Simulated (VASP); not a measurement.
The system is BN.

```
CELL_PARAMETERS angstrom
0.01746 1.76328 1.76328
1.76328 0.01746 1.76328
1.76328 1.76328 0.01746
ATOMIC_POSITIONS crystal
B 0.00000 0.00000 0.00000
N 0.50000 0.50000 0.50000
```

This cell differs from its parent crystal: strain along [111] +1.5%.

Base run:

| Item | Value |
| --- | --- |
| Program | VASP 6.6.1 |
| Functional | HSE06 |
| Potentials or basis | VASP PAW PBE potentials, release 64 (B, N) |
| Cutoff | 520 eV |
| k mesh | 8 × 8 × 8 |
| Occupations | gaussian, width 0.01 eV |
| Spin | no spin polarisation |

Its results: band gap on the k mesh 2.09 eV, indirect (least direct gap 6.99 eV); pressure -13.8 GPa.

Q: The run is repeated on the same cell with these changes: functional from HSE06 to PBE. What comes out?

A: Band gap on the k mesh 1.11 eV, indirect (least direct gap 5.61 eV); pressure -1.9 GPa.

HSE06 gives the wider gap, since exact exchange removes part of the self-interaction.

Caveats: the PAW data sets were made with another functional, which shifts forces and pressure a little (some runs).

A k mesh can miss the band edges.
